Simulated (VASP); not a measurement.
# WS2 (P6_3/mmc) in VASP: a series of runs, part 2 of 2

VASP 6.6.1. The steps go on from the part before.

## (4) Single point, PBEsol (atoms shifted along a free coordinate)

INCAR

```
SYSTEM = WS2
ALGO = Normal
EDIFF = 1E-7
ENCUT = 520
GGA = PS
ISIF = 2
ISMEAR = 0
LASPH = .TRUE.
LCHARG = .TRUE.
LELF = .TRUE.
LREAL = .FALSE.
LVHAR = .TRUE.
LWAVE = .FALSE.
NBANDS = 35
NELM = 80
PREC = Accurate
SIGMA = 0.05
```

KPOINTS

```
k-points
0
G
  12 12 2
  0 0 0
```

POSCAR

```
WS2
1.0
    3.1462408358      0.0000000000      0.0000000000
   -1.5731204179      2.7247244902      0.0000000000
    0.0000000000      0.0000000000     12.6966546967
W S
2 4
Direct
    0.3333333333      0.6666666667      0.2500000000
    0.6666666667      0.3333333333      0.7500000000
    0.3333333333      0.6666666667      0.6331095153
    0.6666666667      0.3333333333      0.1331095153
    0.3333333333      0.6666666667      0.8668904847
    0.6666666667      0.3333333333      0.3668904847
```

Potentials or basis: VASP PAW PBE potentials, release 64 (W_sv, S).

Launch:

```
cat potpaw_PBE.64/W_sv/POTCAR potpaw_PBE.64/S/POTCAR > POTCAR
mpirun -np 1 vasp_std > vasp.out
```

OUTCAR:

```text
SYSTEM = WS2
   EDIFF = 1E-7
   ENCUT = 520
   GGA = PS
   ISIF = 2
   ISMEAR = 0
   LASPH = .TRUE.
   LREAL = .FALSE.
   NELM = 80
   PREC = Accurate

 ion  position               nearest neighbor table
   1  0.333  0.667  0.250-   4 2.35   6 2.35   4 2.35   6 2.35   4 2.35   6 2.35
   2  0.667  0.333  0.750-   3 2.35   5 2.35   3 2.35   5 2.35   3 2.35   5 2.35
   3  0.333  0.667  0.633-   2 2.35   2 2.35   2 2.35
   4  0.667  0.333  0.133-   1 2.35   1 2.35   1 2.35
   5  0.333  0.667  0.867-   2 2.35   2 2.35   2 2.35
   6  0.667  0.333  0.367-   1 2.35   1 2.35   1 2.35

  LATTYP: Found a hexagonal cell.
 ALAT       =     3.1462408358
 C/A-ratio  =     4.0354999376

  Lattice vectors:

 A1 = (   3.1462408358,   0.0000000000,   0.0000000000)
 A2 = (  -1.5731204179,   2.7247244902,   0.0000000000)
 A3 = (   0.0000000000,   0.0000000000,  12.6966546967)

Analysis of symmetry for initial positions (statically):
=====================================================================
 Subroutine PRICEL returns:
 Original cell was already a primitive cell.

 Routine SETGRP: Setting up the symmetry group for a
 hexagonal supercell.

 Subroutine GETGRP returns: Found 24 space group operations
 (whereof 12 operations were pure point group operations)
 out of a pool of 24 trial point group operations.

The static configuration has the point symmetry D_3d.
 The point group associated with its full space group is D_6h.

Analysis of symmetry for dynamics (positions and initial velocities):
=====================================================================
 Subroutine PRICEL returns:
 Original cell was already a primitive cell.

 Routine SETGRP: Setting up the symmetry group for a
 hexagonal supercell.

 Subroutine GETGRP returns: Found 24 space group operations
 (whereof 12 operations were pure point group operations)
 out of a pool of 24 trial point group operations.
[... 125 lines left out ...]
   ISMEAR =     0;   SIGMA  =   0.05  broadening in eV -4-tet -1-fermi 0-gaus
   EFERMI_NEDOS =   21; number of points for ismear=-14 and -15
   IALGO  =     38    algorithm
   IMIX   =      4    mixing-type and parameters
     AMIX     =   0.40;   BMIX     =  1.00
     AMIX_MAG =   1.60;   BMIX_MAG =  1.00
  volume/ion in A,a.u.               =      18.14       122.42
  Fermi-wavevector in a.u.,A,eV,Ry     =   1.279798  2.418467 22.284739  1.637882
  Thomas-Fermi vector in A             =   2.412262
   LORBIT       =      0    0 simple, 1 ext, 2 COOP (PROOUT), +10 PAW based schemes
   GGA     = PS    functional components
   LHFCALC =     F    Hartree Fock is set to
   AEXX    =    0.0000 exact exchange contribution
   IVDW    =     0    specifies the selected vdW correction
   LEPSILON=     F    determine dielectric tensor
   LRPA    =     F    only Hartree local field effects (RPA)
 non-spin polarized calculation
 Gauss-broadening in eV      SIGMA  =   0.05
  energy-cutoff  :      520.00
  volume of cell :      108.84
 maximum number of plane-waves:      2962
 NGX is ok and might be reduce to    24
   NGX = 11   NGY = 11   NGZ = 47

 number of electron      51.9999988 magnetization

 Free energy of the ion-electron system (eV)
  ---------------------------------------------------
  ext. energy  EPLUGINS =         0.00000000
  ---------------------------------------------------
  free energy    TOTEN  =       -50.24166698 eV

  energy without entropy =      -50.24166698  energy(sigma->0) =      -50.24166698

 E-fermi :   7.5356     XC(G=0): -10.8218

 val. band max:        7.2168055908   @ k =   0.0000   0.0000   0.0000
 cond. band min:       8.0208416302   @ k =   0.3333   0.3333   0.0000
 fundamental gap:      0.8040360394
 Fermi energy:         7.5355850344

 k-point     1 :       0.0000    0.0000    0.0000
  band No.  band energies     occupation
      1     -67.4023      2.00000
      2     -67.4022      2.00000
      3     -31.7240      2.00000
      4     -31.7240      2.00000
      5     -31.5546      2.00000
      6     -31.5546      2.00000
[... 901 lines left out ...]
     34      11.3538      0.00000
     35      13.2407      0.00000

 [... further k-points ...]
[... 5 lines left out ...]
  --------------------------------------------------------------------------------------
  -------------------------------------------------------------------------------------
  Total        4.5396674      4.5396674     11.1941637      0.0000000      0.0000000      0.0000000
  in kB       66.8237361     66.8237361    164.7776738      0.0000000      0.0000000      0.0000000
  external PRESSURE =      99.4750486 kB  Pullay stress =       0.0000000 kB

 VOLUME and BASIS-vectors are now :
 -----------------------------------------------------------------------------
  energy-cutoff  :      520.00
  volume of cell :      108.84
      direct lattice vectors                 reciprocal lattice vectors
     3.146240836  0.000000000  0.000000000     0.317839623  0.183504792  0.000000000
    -1.573120418  2.724724490  0.000000000     0.000000000  0.367009583  0.000000000
     0.000000000  0.000000000 12.696654697     0.000000000  0.000000000  0.078760904

 POSITION                                       TOTAL-FORCE (eV/Angst)
 -----------------------------------------------------------------------------------
     -0.00000      1.81648      3.17416        -0.000000      0.000000      0.000000
      1.57312      0.90824      9.52249         0.000000     -0.000000      0.000000
     -0.00000      1.81648      8.03837        -0.000000      0.000000     -1.917802
      1.57312      0.90824      1.69005         0.000000     -0.000000     -1.917802
     -0.00000      1.81648     11.00661        -0.000000      0.000000      1.917802
      1.57312      0.90824      4.65828        -0.000000      0.000000      1.917802
 -----------------------------------------------------------------------------------
    total drift:                                0.000000     -0.000000      0.000000

  FREE ENERGIE OF THE ION-ELECTRON SYSTEM (eV)
  ---------------------------------------------------
  free  energy   TOTEN  =       -50.2416669832 eV

  energy  without entropy=      -50.2416669832  energy(sigma->0) =      -50.24166698
```

stdout:

```text
POSCAR found type information on POSCAR W S
 POSCAR found :  2 types and       6 ions
 scaLAPACK will be used
 -----------------------------------------------------------------------------
|                                                                             |
|                                                                             |
|     You enforced a specific xc type in the INCAR file but a different       |
|     I HOPE YOU KNOW WHAT YOU ARE DOING!                                     |
|                                                                             |
 -----------------------------------------------------------------------------

 LDA part: xc-table for (Slater+PW92), standard interpolation
 POSCAR, INCAR and KPOINTS ok, starting setup
 FFT: planning ... GRIDC
 FFT: planning ... GRID_SOFT
 FFT: planning ... GRID
 WAVECAR not read
 entering main loop
```

It took 4 min on 1 thread of Intel Xeon 8259CL, shared host; peak memory 0.29 GiB.

Results:

```yaml
Free_energy: -50.2417 eV
Pressure: 9.9 GPa
Largest_force: 1.918 eV/Å
Band_gap_on_the_k_mesh: 0.80 eV (least direct gap 1.65 eV)
```

Forces on the atoms (eV/Å):
```
W    0.000  0.000  0.000
W    0.000  0.000  0.000
S    0.000  0.000 -1.918
S    0.000  0.000 -1.918
S    0.000  0.000  1.918
S    0.000  0.000  1.918
```

Levels at points of the mesh, in eV from the valence-band top:
```
           k point  band 22  band 23  band 24  band 25  band 26  band 27  band 28  band 29  band 30  band 31
(0.00, 0.00, 0.00)    -2.75    -2.75    -1.83    -1.06     0.00     2.20     2.20     2.20     2.20     2.60
(0.50, 0.00, 0.00)    -2.74    -2.30    -2.22    -1.85    -1.73     2.07     2.10     2.59     2.70     3.23
(0.00, 0.00, 0.50)    -2.76    -2.76    -2.76    -0.34    -0.34     2.20     2.20     2.20     2.20     2.64
(0.50, 0.00, 0.50)    -2.79    -2.26    -2.26    -1.78    -1.78     2.09     2.09     2.66     2.66     3.45
```

Caveat: the cell differs from its parent crystal (atoms shifted along a free coordinate); the cell stands under pressure; the PAW data sets were made with another functional, which shifts forces and pressure a little; spin-orbit coupling is left out, which moves the levels of the heavy elements; this functional lacks dispersion, which binds the layers, so the pressure and a relaxed spacing across them are unreliable. A k mesh can miss the band edges.

## (5) Single point, PBEsol (atoms shifted along a free coordinate)

INCAR

```
ALGO = Normal
EDIFF = 1E-6
ENCUT = 520
GGA = PS
ISIF = 2
ISMEAR = 0
LASPH = T
LCHARG = F
LREAL = F
LWAVE = F
NBANDS = 35
NELM = 100
PREC = Accurate
SIGMA = 0.05
```

KPOINTS

```
k-points
0
Gamma
  12 12 2
```

POSCAR

```
WS2
1.0
    3.1462408358      0.0000000000      0.0000000000
   -1.5731204179      2.7247244902      0.0000000000
    0.0000000000      0.0000000000     12.6966546967
W S
2 4
Direct
    0.3333333333      0.6666666667      0.2500000000
    0.6666666667      0.3333333333      0.7500000000
    0.3333333333      0.6666666667      0.6199879487
    0.6666666667      0.3333333333      0.1199879487
    0.3333333333      0.6666666667      0.8800120513
    0.6666666667      0.3333333333      0.3800120513
```

Potentials or basis: VASP PAW PBE potentials, release 64 (W_sv, S).

Launch:

```
cat potpaw_PBE.64/W_sv/POTCAR potpaw_PBE.64/S/POTCAR > POTCAR
mpirun -np 1 vasp_std > vasp.out
```

OUTCAR:

```text
EDIFF = 1E-6
   ENCUT = 520
   GGA = PS
   ISIF = 2
   ISMEAR = 0
   LASPH = T
   LREAL = F
   NELM = 100
   PREC = Accurate

 ion  position               nearest neighbor table
   1  0.333  0.667  0.250-   4 2.45   6 2.45   4 2.45   6 2.45   4 2.45   6 2.45
   2  0.667  0.333  0.750-   3 2.45   5 2.45   3 2.45   5 2.45   3 2.45   5 2.45
   3  0.333  0.667  0.620-   2 2.45   2 2.45   2 2.45
   4  0.667  0.333  0.120-   1 2.45   1 2.45   1 2.45
   5  0.333  0.667  0.880-   2 2.45   2 2.45   2 2.45
   6  0.667  0.333  0.380-   1 2.45   1 2.45   1 2.45

  LATTYP: Found a hexagonal cell.
 ALAT       =     3.1462408358
 C/A-ratio  =     4.0354999376

  Lattice vectors:

 A1 = (   3.1462408358,   0.0000000000,   0.0000000000)
 A2 = (  -1.5731204179,   2.7247244902,   0.0000000000)
 A3 = (   0.0000000000,   0.0000000000,  12.6966546967)

Analysis of symmetry for initial positions (statically):
=====================================================================
 Subroutine PRICEL returns:
 Original cell was already a primitive cell.

 Routine SETGRP: Setting up the symmetry group for a
[... 175 lines left out ...]
  free energy    TOTEN  =       -50.29765890 eV

  energy without entropy =      -50.29765890  energy(sigma->0) =      -50.29765890

 E-fermi :   6.9449     XC(G=0): -11.0505

 val. band max:        6.7473158604   @ k =   0.0000   0.0000   0.0000
 cond. band min:       7.7886232199   @ k =   0.1667   0.1667   0.0000
 fundamental gap:      1.0413073594
 Fermi energy:         6.9448540533

 k-point     1 :       0.0000    0.0000    0.0000
  band No.  band energies     occupation
      1     -67.5266      2.00000
      2     -67.5266      2.00000
      3     -31.7657      2.00000
      4     -31.7657      2.00000
      5     -31.5541      2.00000
      6     -31.5541      2.00000
[... 901 lines left out ...]
     34      10.7409      0.00000
     35      12.7534      0.00000

 [... further k-points ...]
[... 5 lines left out ...]
  --------------------------------------------------------------------------------------
  -------------------------------------------------------------------------------------
  Total       -3.3256219     -3.3256219     -9.7141261      0.0000000      0.0000000      0.0000000
  in kB      -48.9530305    -48.9530305   -142.9915753      0.0000000      0.0000000      0.0000000
  external PRESSURE =     -80.2992121 kB  Pullay stress =       0.0000000 kB

 VOLUME and BASIS-vectors are now :
 -----------------------------------------------------------------------------
  energy-cutoff  :      520.00
  volume of cell :      108.84
      direct lattice vectors                 reciprocal lattice vectors
     3.146240836  0.000000000  0.000000000     0.317839623  0.183504792  0.000000000
    -1.573120418  2.724724490  0.000000000     0.000000000  0.367009583  0.000000000
     0.000000000  0.000000000 12.696654697     0.000000000  0.000000000  0.078760904

 POSITION                                       TOTAL-FORCE (eV/Angst)
 -----------------------------------------------------------------------------------
     -0.00000      1.81648      3.17416         0.000000      0.000000      0.000000
      1.57312      0.90824      9.52249        -0.000000     -0.000000      0.000000
     -0.00000      1.81648      7.87177         0.000000      0.000000      1.505169
      1.57312      0.90824      1.52345        -0.000000     -0.000000      1.505169
     -0.00000      1.81648     11.17321         0.000000      0.000000     -1.505169
      1.57312      0.90824      4.82488        -0.000000     -0.000000     -1.505169
 -----------------------------------------------------------------------------------
    total drift:                                0.000000     -0.000000      0.000000

  FREE ENERGIE OF THE ION-ELECTRON SYSTEM (eV)
  ---------------------------------------------------
  free  energy   TOTEN  =       -50.2976588975 eV

  energy  without entropy=      -50.2976588975  energy(sigma->0) =      -50.29765890
```

stdout:

```text
POSCAR found type information on POSCAR W S
 POSCAR found :  2 types and       6 ions
 scaLAPACK will be used
 -----------------------------------------------------------------------------
|                                                                             |
|                                                                             |
|     You enforced a specific xc type in the INCAR file but a different       |
|     I HOPE YOU KNOW WHAT YOU ARE DOING!                                     |
|                                                                             |
 -----------------------------------------------------------------------------

 LDA part: xc-table for (Slater+PW92), standard interpolation
 POSCAR, INCAR and KPOINTS ok, starting setup
 FFT: planning ... GRIDC
 FFT: planning ... GRID_SOFT
 FFT: planning ... GRID
 WAVECAR not read
 entering main loop
```

Run time: 3.3 min. Hardware: 1 thread of Intel Xeon 8259CL, shared host; peak memory 0.29 GiB.

What came out:

```yaml
Free_energy: -50.2977 eV
Pressure: -8.0 GPa
Largest_force: 1.505 eV/Å
Band_gap_on_the_k_mesh: 1.04 eV (least direct gap 2.04 eV)
```

Forces in eV/Å, atoms in the order of the input:
```
W    0.000  0.000  0.000
W    0.000  0.000  0.000
S    0.000  0.000  1.505
S    0.000  0.000  1.505
S    0.000  0.000 -1.505
S    0.000  0.000 -1.505
```

Levels at points of the mesh, in eV from the valence-band top:
| k point | band 23 | band 24 | band 25 | band 26 | band 27 | band 28 | band 29 | band 30 |
| --- | --- | --- | --- | --- | --- | --- | --- | --- |
| (0.00, 0.00, 0.00) | -1.45 | -1.42 | -1.19 | 0.00 | 2.54 | 2.54 | 2.66 | 2.66 |
| (0.50, 0.00, 0.00) | -1.36 | -1.34 | -1.23 | -1.13 | 2.75 | 2.80 | 2.83 | 3.19 |
| (0.00, 0.00, 0.50) | -1.47 | -1.47 | -0.31 | -0.31 | 2.59 | 2.59 | 2.59 | 2.59 |
| (0.50, 0.00, 0.50) | -1.28 | -1.28 | -1.24 | -1.24 | 2.81 | 2.81 | 2.99 | 2.99 |

Caveat: the cell differs from its parent crystal (atoms shifted along a free coordinate); the cell stands under tension; the PAW data sets were made with another functional, which shifts forces and pressure a little; spin-orbit coupling is left out, which moves the levels of the heavy elements; this functional lacks dispersion, which binds the layers, so the pressure and a relaxed spacing across them are unreliable. A k mesh can miss the band edges.

## (6) The runs side by side

| cell | gap on the mesh (eV) | pressure (GPa) | largest force (eV/Å) |
| --- | --- | --- | --- |
| a = 3.118, b = 3.118, c = 12.583 Å, angles 90.0, 90.0, 120.0°, 6 atoms, atomic positions A | 0.84 | -11.2 | 2.41 |
| a = 3.146, b = 3.146, c = 12.697 Å, angles 90.0, 90.0, 120.0°, 6 atoms, atomic positions B | 0.52 | -19.7 | 3.66 |
| a = 3.146, b = 3.146, c = 12.697 Å, angles 90.0, 90.0, 120.0°, 6 atoms, atomic positions C | 0.80 | 9.9 | 1.92 |
| a = 3.146, b = 3.146, c = 12.697 Å, angles 90.0, 90.0, 120.0°, 6 atoms, atomic positions D | 1.04 | -8.0 | 1.51 |

Alike in all rows: task single point; level PBEsol; potentials or basis VASP PAW PBE potentials, release 64 (W_sv, S); no spin polarisation; k mesh 12 × 12 × 2; cutoff (eV) 520; smearing gaussian 0.05 eV.

Caveats: the PAW data sets were made with another functional, which shifts forces and pressure a little; spin-orbit coupling is left out, which moves the levels of the heavy elements; the cell stands under tension (at least some runs); this functional lacks dispersion, which binds the layers, so the pressure and a relaxed spacing across them are unreliable (at least some runs); the cell stands under pressure (at least some runs).

Total energies depend on the potentials used, so only differences within one code and one set of settings carry meaning.
